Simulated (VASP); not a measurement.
# CsLa5: single point with PBE

Crystal: CsLa5.

```
CELL_PARAMETERS angstrom
5.16259 0.00000 0.00000
0.00000 5.16259 0.00000
0.00000 0.00000 11.87288
ATOMIC_POSITIONS crystal
Cs 0.50000 0.50000 0.50000
La 0.50000 0.00000 0.83334
La 0.00000 0.50000 0.16666
La 0.50000 0.00000 0.16666
La 0.00000 0.50000 0.83334
La 0.00000 0.00000 0.00000
```

```yaml
Program: VASP 6.6.1
Task: single point
Functional: PBE
Potentials_or_basis: VASP PAW PBE potentials, release 64 (Cs_sv, La)
Cutoff: 520 eV
k_mesh: 8 × 8 × 4
Occupations: gaussian, width 0.1 eV
Spin: no spin polarisation
```

```yaml
Pressure: 0.0 GPa
Largest_force: 0.013 eV/Å
Band_gap_on_the_k_mesh: zero (band 32 reaches 4.64 eV, above the bottom of band 33 at 4.08 eV)
```

Forces in eV/Å, atoms in the order of the input:
```
Cs   0.000  0.000  0.000
La   0.000  0.000 -0.013
La   0.000  0.000  0.013
La   0.000  0.000  0.013
La   0.000  0.000 -0.013
La   0.000  0.000  0.000
```

Levels at points of the mesh, in eV from the Fermi level:
```
           k point  band 29  band 30  band 31  band 32  band 33  band 34  band 35  band 36
(0.00, 0.00, 0.00)    -0.81    -0.66    -0.60    -0.35    -0.13    -0.09    -0.09     0.57
(0.50, 0.00, 0.00)    -0.29    -0.29    -0.18     0.01     0.07     0.10     0.45     0.87
(0.50, 0.50, 0.00)    -0.33    -0.33     0.10     0.23     0.28     0.28     0.43     0.62
(0.00, 0.00, 0.50)    -0.76    -0.60    -0.58    -0.35    -0.31    -0.06    -0.06     0.50
(0.50, 0.00, 0.50)    -0.47    -0.29    -0.18     0.00     0.10     0.13     0.51     0.75
(0.50, 0.50, 0.50)    -0.35    -0.35    -0.18    -0.15     0.16     0.16     0.43     0.66
```

Wall time 12 min on 1 thread of AMD EPYC 9R45 96-Core Processor (Zen 5), on a shared host, peak memory 0.7 GiB.

Caveat: spin-orbit coupling is left out, which moves the levels of the heavy elements.
